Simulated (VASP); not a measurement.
# Pd (Fm-3m) in VASP: notebook

The runs below take Pd through single point, with LDA.

Program: VASP 6.6.1. These are calculated values, not measurements. Logs are shortened: lines on timing, memory, paths and dates and some standing lists are left out, and cuts for length are marked.

## (1) The cell of the first run

The structure is cubic, space group Fm-3m (No. 225). The conventional cell has a = 3.810 Å, b = 3.810 Å, c = 3.810 Å, α = 90.00°, β = 90.00°, γ = 90.00°. Within 3.6 Å of Pd (site symmetry m-3m) lie 12 Pd at 2.69 Å.

## (2) Single point, LDA (13.83 Å³/atom)

The input, INCAR:

```
SYSTEM = Pd
ALGO     = Normal         ! electronic algorithm
EDIFF    = 1E-7           ! SCF threshold, eV
ENCUT    = 520            ! plane-wave cutoff, eV
GGA      = CA             ! functional
ISIF     = 2              ! what is computed and relaxed
ISMEAR   = -1             ! smearing method
LASPH    = .TRUE.         ! aspherical terms in the spheres
LCHARG   = .TRUE.         ! write CHGCAR
LELF     = .TRUE.         ! ELF
LREAL    = .FALSE.        ! projectors in reciprocal space
LVHAR    = .TRUE.       
LWAVE    = .FALSE.        ! write WAVECAR
NBANDS   = 11             ! bands
NELM     = 60             ! most SCF steps
PREC     = Accurate       ! precision mode
SIGMA    = 0.05           ! smearing width, eV
```

The input, KPOINTS:

```
k-points
0
G
  18 18 18
  0 0 0
```

The input, POSCAR:

```
Pd
1.0
    0.0000000000      1.9051970228      1.9051970228
    1.9051970228      0.0000000000      1.9051970228
    1.9051970228      1.9051970228      0.0000000000
Pd
1
Direct
    0.0000000000      0.0000000000      0.0000000000
```

Potentials or basis: VASP PAW LDA potentials, release 64 (Pd).

On the command line:

```console
cat potpaw_LDA.64/Pd/POTCAR > POTCAR
mpirun -np 1 vasp_std > vasp.out
```

OUTCAR:

```text
SYSTEM = Pd
   EDIFF = 1E-7
   ENCUT = 520
   GGA = CA
   ISIF = 2
   ISMEAR = -1
   LASPH = .TRUE.
   LREAL = .FALSE.
   NELM = 60
   PREC = Accurate

 ion  position               nearest neighbor table
   1  0.000  0.000  0.000-

  LATTYP: Found a face centered cubic cell.
 ALAT       =     3.8103940456

  Lattice vectors:

 A1 = (   0.0000000000,   1.9051970228,   1.9051970228)
 A2 = (   1.9051970228,   0.0000000000,   1.9051970228)
 A3 = (   1.9051970228,   1.9051970228,   0.0000000000)

Analysis of symmetry for initial positions (statically):
=====================================================================
 Subroutine PRICEL returns:
 Original cell was already a primitive cell.

 Routine SETGRP: Setting up the symmetry group for a
 face centered cubic supercell.

 Subroutine GETGRP returns: Found 48 space group operations
 (whereof 48 operations were pure point group operations)
 out of a pool of 48 trial point group operations.

The static configuration has the point symmetry O_h .

Analysis of symmetry for dynamics (positions and initial velocities):
=====================================================================
 Subroutine PRICEL returns:
 Original cell was already a primitive cell.

 Routine SETGRP: Setting up the symmetry group for a
 face centered cubic supercell.

 Subroutine GETGRP returns: Found 48 space group operations
 (whereof 48 operations were pure point group operations)
 out of a pool of 48 trial point group operations.

The dynamic configuration has the point symmetry O_h .

 Subroutine INISYM returns: Found 48 space group operations
 (whereof 48 operations are pure point group operations),
 and found     1 'primitive' translations

----------------------------------------------------------------------------------------

                                     Primitive cell

  volume of cell :      13.8309

  direct lattice vectors                    reciprocal lattice vectors
     0.000000000  1.905197023  1.905197023    -0.262440049  0.262440049  0.262440049
     1.905197023  0.000000000  1.905197023     0.262440049 -0.262440049  0.262440049
     1.905197023  1.905197023  0.000000000     0.262440049  0.262440049 -0.262440049

  length of vectors
     2.694355469  2.694355469  2.694355469     0.454559499  0.454559499  0.454559499

  position of ions in fractional coordinates (direct lattice)
     0.000000000  0.000000000  0.000000000

  ion indices of the primitive-cell ions
[... 79 lines left out ...]
   NFREE  =      0    steps in history (QN), initial steepest desc. (CG)
   ISIF   =      2    stress and relaxation
   ISYM   =      2    0-nonsym 1-usesym 2-fastsym
   POTIM  = 0.5000    time-step for ionic-motion
   TEBEG  =    0.0;   TEEND  =   0.0 temperature during run
   PSTRESS=    0.0 pullay stress
   NELECT =      10.0000    total number of electrons
   NUPDOWN=      -1.0000    fix difference up-down
   EMIN   =  10.00;   EMAX   =-10.00  energy-range for DOS
   EFERMI =   0.00;   METHOD = LEGACY
   ISMEAR =    -1;   SIGMA  =   0.05  broadening in eV -4-tet -1-fermi 0-gaus
   EFERMI_NEDOS =   21; number of points for ismear=-14 and -15
   IALGO  =     38    algorithm
   IMIX   =      4    mixing-type and parameters
     AMIX     =   0.40;   BMIX     =  1.00
     AMIX_MAG =   1.60;   BMIX_MAG =  1.00
  volume/ion in A,a.u.               =      13.83        93.34
  Fermi-wavevector in a.u.,A,eV,Ry     =   1.469349  2.776667 29.374791  2.158986
  Thomas-Fermi vector in A             =   2.584737
   LORBIT       =      0    0 simple, 1 ext, 2 COOP (PROOUT), +10 PAW based schemes
   GGA     = CA    functional components
   LHFCALC =     F    Hartree Fock is set to
   AEXX    =    0.0000 exact exchange contribution
   IVDW    =     0    specifies the selected vdW correction
   LEPSILON=     F    determine dielectric tensor
   LRPA    =     F    only Hartree local field effects (RPA)
 non-spin polarized calculation
  energy-cutoff  :      520.00
  volume of cell :       13.83
 maximum number of plane-waves:       388
   NGX =  9   NGY =  9   NGZ =  9

 number of electron      10.0000003 magnetization

 Free energy of the ion-electron system (eV)
  ---------------------------------------------------
  ext. energy  EPLUGINS =         0.00000000
  ---------------------------------------------------
  free energy    TOTEN  =        -6.50086455 eV

  energy without entropy =       -6.48431310  energy(sigma->0) =       -6.49258883

 E-fermi :  10.7488     XC(G=0): -13.9137

 val. band max:       10.7446316979   @ k =  -0.4444   0.3889   0.1111
 cond. band min:      10.7508183249   @ k =   0.5000   0.1111   0.0000
 fundamental gap:      0.0061866270
 Fermi energy:        10.7488335546

 k-point     1 :       0.0000    0.0000    0.0000
  band No.  band energies     occupation
      1       2.9872      2.00000
      2       7.5569      2.00000
      3       7.5569      2.00000
      4       7.5569      2.00000
      5       9.3844      2.00000
      6       9.3844      2.00000
      7      27.8686      0.00000
      8      32.9626      0.00000
      9      32.9626      0.00000
     10      32.9626      0.00000
     11      36.2696      0.00000
[... 309 lines left out ...]
 k-point    24 :      -0.2222    0.0556    0.0000
  band No.  band energies     occupation
      1       4.7738      2.00000
      2       7.3028      2.00000
      3       7.9199      2.00000
      4       7.9586      2.00000
      5       9.2354      2.00000
      6       9.8267      2.00000
      7      26.1396      0.00000
      8      29.1516      0.00000
      9      33.6027      0.00000
     10      35.7864      0.00000
     11      36.3440      0.00000

 [... further k-points ...]

------------------------ aborting loop because EDIFF is reached ----------------------------------------

  FORCE on cell =-STRESS in cart. coord.  units (eV):
  Direction    XX          YY          ZZ          XY          YZ          ZX
  --------------------------------------------------------------------------------------
  -------------------------------------------------------------------------------------
  Total        0.4980864      0.4980864      0.4980864      0.0000000     -0.0000000     -0.0000000
  in kB       57.6986445     57.6986445     57.6986445      0.0000000     -0.0000000     -0.0000000
  external PRESSURE =      57.6986445 kB  Pullay stress =       0.0000000 kB

 VOLUME and BASIS-vectors are now :
 -----------------------------------------------------------------------------
  energy-cutoff  :      520.00
  volume of cell :       13.83
      direct lattice vectors                 reciprocal lattice vectors
     0.000000000  1.905197023  1.905197023    -0.262440049  0.262440049  0.262440049
     1.905197023  0.000000000  1.905197023     0.262440049 -0.262440049  0.262440049
     1.905197023  1.905197023  0.000000000     0.262440049  0.262440049 -0.262440049

 POSITION                                       TOTAL-FORCE (eV/Angst)
 -----------------------------------------------------------------------------------
      0.00000      0.00000      0.00000        -0.000000     -0.000000     -0.000000
 -----------------------------------------------------------------------------------
    total drift:                                0.000000     -0.000000     -0.000000

  FREE ENERGIE OF THE ION-ELECTRON SYSTEM (eV)
  ---------------------------------------------------
  free  energy   TOTEN  =        -6.5008645550 eV

  energy  without entropy=       -6.4843131021  energy(sigma->0) =       -6.49258883
```

OSZICAR:

```text
N       E                     dE             d eps       ncg     rms          rms(c)
DAV:   1     0.415337105148E+02    0.41534E+02   -0.51812E+03  4298   0.859E+02
DAV:   2    -0.630758872208E+01   -0.47841E+02   -0.46404E+02  4737   0.186E+02
DAV:   3    -0.685123123575E+01   -0.54364E+00   -0.54256E+00  5196   0.215E+01
DAV:   4    -0.685321701186E+01   -0.19858E-02   -0.19855E-02  5231   0.134E+00
DAV:   5    -0.685323496128E+01   -0.17949E-04   -0.17950E-04  5553   0.119E-01    0.977E+00
DAV:   6    -0.652421982153E+01    0.32902E+00   -0.12530E+00  5385   0.917E+00    0.466E+00
DAV:   7    -0.650679032592E+01    0.17429E-01   -0.37561E-02  5700   0.127E+00    0.228E+00
DAV:   8    -0.650089347554E+01    0.58969E-02   -0.24668E-03  5324   0.514E-01    0.109E-01
DAV:   9    -0.650085966978E+01    0.33806E-04   -0.18144E-04  5554   0.116E-01    0.135E-02
DAV:  10    -0.650086467665E+01   -0.50069E-05   -0.29054E-06  5433   0.128E-02    0.992E-03
DAV:  11    -0.650086454866E+01    0.12799E-06   -0.48263E-08  5096   0.188E-03    0.127E-03
DAV:  12    -0.650086455498E+01   -0.63277E-08   -0.29482E-09  3570   0.272E-04
   1 F= -.65008646E+01 E0= -.64925888E+01  d E =-.165515E-01
```

It took 17 s on 1 thread of Intel Xeon Platinum 8375C at 2.90GHz (Ice Lake), shared host; peak memory 0.14 GiB.

What came out:

- Free energy: -6.5009 eV
- Pressure: 5.8 GPa
- Band gap on the k mesh: zero (bands 5 and 6 overlap by 1.78 eV)

Caveat: the cell stands under pressure.

## (3) Single point, LDA (14.42 Å³/atom)

This run uses another cell than the first one, of 14.42 Å³/atom.

The input, INCAR:

```
  ALGO = Normal
  EDIFF = 1E-7
  ENCUT = 520
  GGA = CA
  ISIF = 2
  ISMEAR = -1
  LASPH = T
  LCHARG = F
  LREAL = F
  LWAVE = F
  NBANDS = 11
  NELM = 80
  PREC = Accurate
  SIGMA = 0.05
```

The input, KPOINTS:

```
k-points
0
Gamma
  18 18 18
```

The input, POSCAR:

```
Pd
1.0
    0.0000000000      1.9318465866      1.9318465866
    1.9318465866      0.0000000000      1.9318465866
    1.9318465866      1.9318465866      0.0000000000
Pd
1
Direct
    0.0000000000      0.0000000000      0.0000000000
```

Potentials or basis: VASP PAW LDA potentials, release 64 (Pd).

On the command line:

```console
cat potpaw_LDA.64/Pd/POTCAR > POTCAR
mpirun -np 1 vasp_std > vasp.out
```

It took 16 s on 1 thread of Intel Xeon Platinum 8375C at 2.90GHz (Ice Lake), shared host; peak memory 0.14 GiB.

Results (log left out):

```
Free energy            : -6.5040 eV
Pressure               : -3.8 GPa
Band gap on the k mesh : zero (bands 5 and 6 overlap by 1.65 eV)
```

Levels at points of the mesh, in eV from the Fermi level:
```
           k point  band 3  band 4  band 5  band 6  band 7  band 8
(0.00, 0.00, 0.00)   -2.98   -2.98   -1.28   -1.28   17.13   21.98
(0.50, 0.00, 0.00)   -3.02   -0.02   -0.02    0.89    7.43   16.51
(0.50, 0.50, 0.00)   -0.04    0.30    0.30    3.24   10.95   13.18
```

Caveat: the cell stands under tension.

## (4) Single point, LDA (14.86 Å³/atom)

This run uses another cell than the first one, of 14.86 Å³/atom.

The input, INCAR:

```
SYSTEM = Pd
PREC = Accurate
ENCUT = 520
EDIFF = 1E-6
ISMEAR = -1
SIGMA = 0.05
LREAL = .False.
LASPH = .True.
NELM = 100
ALGO = Normal
ISIF = 2
LWAVE = .False.
LCHARG = .False.
NBANDS = 11
```

The input, KPOINTS:

```
regular mesh
0
Gamma
  18 18 18
  0 0 0
```

The input, POSCAR:

```
Pd
1.0
    0.0000000000      1.9513615093      1.9513615093
    1.9513615093      0.0000000000      1.9513615093
    1.9513615093      1.9513615093      0.0000000000
Pd
1
Direct
    0.0000000000      0.0000000000      0.0000000000
```

On the command line:

```console
cat potpaw_LDA.64/Pd/POTCAR > POTCAR
mpirun -np 1 vasp_std > vasp.out
```

Wall time 15 s (1 thread of Intel Xeon Platinum 8375C at 2.90GHz (Ice Lake), shared host); peak memory 0.15 GiB.

It converged, with:

| Quantity | Value |
| --- | --- |
| Free energy | -6.4855 eV |
| Pressure | -9.5 GPa |
| Band gap on the k mesh | zero (bands 5 and 6 overlap by 1.57 eV) |

Levels at points of the mesh, in eV from the Fermi level:
| k point | band 1 | band 2 | band 3 | band 4 | band 5 | band 6 | band 7 | band 8 | band 9 | band 10 |
| --- | --- | --- | --- | --- | --- | --- | --- | --- | --- | --- |
| (0.00, 0.00, 0.00) | -7.18 | -2.84 | -2.84 | -2.84 | -1.21 | -1.21 | 17.13 | 21.80 | 21.80 | 21.80 |
| (0.50, 0.00, 0.00) | -5.30 | -2.88 | -2.88 | -0.02 | -0.02 | 0.95 | 7.18 | 16.50 | 20.84 | 20.84 |
| (0.50, 0.50, 0.00) | -5.37 | -5.09 | -0.04 | 0.28 | 0.28 | 3.25 | 10.63 | 13.02 | 13.02 | 21.41 |

Caveat: the cell stands under tension.

(Part 1 of 2 ends here.)
